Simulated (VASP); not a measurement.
Here is a VASP 6.6.1 calculation.

INCAR

```
  PREC = Accurate
  ENCUT = 520
  EDIFF = 1E-6
  ISMEAR = 0
  SIGMA = 0.1
  LREAL = False
  LASPH = True
  NELM = 100
  ALGO = Normal
  ISIF = 2
  LWAVE = False
  LCHARG = True
  GGA = PS
  LELF = True
  LVHAR = True
  NBANDS = 19
```

Contents of KPOINTS:

```
Automatic mesh
0
Gamma
  18 18 8
```

File POSCAR:

```
Zn
1.0
    2.5927030149      0.0000000000      0.0000000000
   -1.2963515075      2.2453466754      0.0000000000
    0.0000000000      0.0000000000      4.8947194386
Zn
2
Direct
    0.3333333333      0.6666666667      0.2500000000
    0.6666666667      0.3333333333      0.7500000000
```

Potentials or basis: VASP PAW PBE potentials, release 64 (Zn).

Run with:

```bash
$ cat potpaw_PBE.64/Zn/POTCAR > POTCAR
$ mpirun -np 1 vasp_std > vasp.out
```

Task: Estimate the pressure.

Result: 0.5 GPa.

Task: Estimate the band gap on the k mesh.

Result: Zero (band 12 reaches 5.14 eV, above the bottom of band 13 at 0.24 eV).

Stress tensor (GPa, compression positive):
```
0.58 0.00 0.00
0.00 0.58 0.00
0.00 0.00 0.30
```

Caveat: the PAW data sets were made with another functional, which shifts forces and pressure a little.
